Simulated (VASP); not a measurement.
Runs of VASP 6.6.1 on ZrS. The structure is that of space group Fm-3m (No. 225), or close to it. The cells are those of the table. 

```tsv
cell	gap on the mesh (eV)	pressure (GPa)
a = 3.732, b = 3.732, c = 5.194 Å, 4 atoms	none	-1.9
a = 3.695, b = 3.695, c = 5.120 Å, 4 atoms	none	3.0
a = 3.658, b = 3.658, c = 5.238 Å, 4 atoms	none	(a)
a = 3.621, b = 3.621, c = 5.259 Å, 4 atoms	none	5.3
```

Alike in all rows: task single point; level r2SCAN; potentials or basis VASP PAW PBE potentials, release 64 (Zr_sv, S); no spin polarisation; k mesh 14 × 14 × 10; cutoff (eV) 520; smearing gaussian 0.1 eV.

Problem. Fill in the values left out.

Solution. (a) 2.5.

Caveats: the PAW data sets were made with another functional, which shifts forces and pressure a little; the cell stands under pressure (at least some runs).

A k mesh can miss the band edges, and the runs leave out spin-orbit coupling on Zr.

A gap of «none» marks levels without a gap at the run's occupations.
